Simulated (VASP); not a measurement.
A run of VASP 6.6.1:

File POSCAR:

```
TiAl3
1.0
   -1.9067751589      1.9067751589      4.2696061415
    1.9067751589     -1.9067751589      4.2696061415
    1.9067751589      1.9067751589     -4.2696061415
Ti Al
1 3
Direct
    0.0000000000      0.0000000000      0.0000000000
    0.5000000000      0.5000000000      0.0000000000
    0.7500000000      0.2500000000      0.5000000000
    0.2500000000      0.7500000000      0.5000000000
```

INCAR.step1

```
SYSTEM = TiAl3
PREC = Accurate
ENCUT = 520
ISMEAR = 0
SIGMA = 0.1
LREAL = .False.
LASPH = .True.
NELM = 100
NBANDS = 18
GGA = PE
ALGO = Normal
EDIFF = 1E-4
LWAVE = .True.
LCHARG = .False.
```

Contents of INCAR.step2:

```
SYSTEM = TiAl3
PREC = Accurate
ENCUT = 520
EDIFF = 1E-6
ISMEAR = 0
SIGMA = 0.1
LREAL = .False.
LASPH = .True.
NELM = 100
ALGO = Normal
ISIF = 2
LWAVE = .False.
LCHARG = .False.
METAGGA = R2SCAN
LMIXTAU = .True.
NBANDS = 18
ISTART = 1
```

The input KPOINTS:

```
Automatic mesh
0
Gamma
  16 16 16
  0 0 0
```

Potentials or basis: VASP PAW PBE potentials, release 64 (Ti_sv, Al).

Run with:

```console
$ cat potpaw_PBE.64/Ti_sv/POTCAR potpaw_PBE.64/Al/POTCAR > POTCAR
$ cp INCAR.step1 INCAR
$ mpirun -np 1 vasp_std > vasp.out
$ cp INCAR.step2 INCAR
$ mpirun -np 1 vasp_std > vasp.out
```

Hardware: 1 thread of Intel(R) Xeon(R) 6975P-C (Granite Rapids) (shared host).

Problem. Estimate the wall time of this run.

Solution. Wall time 18 min on 1 thread of Intel(R) Xeon(R) 6975P-C (Granite Rapids) (shared host), peak memory 0.54 GiB. Counts: k points 349.
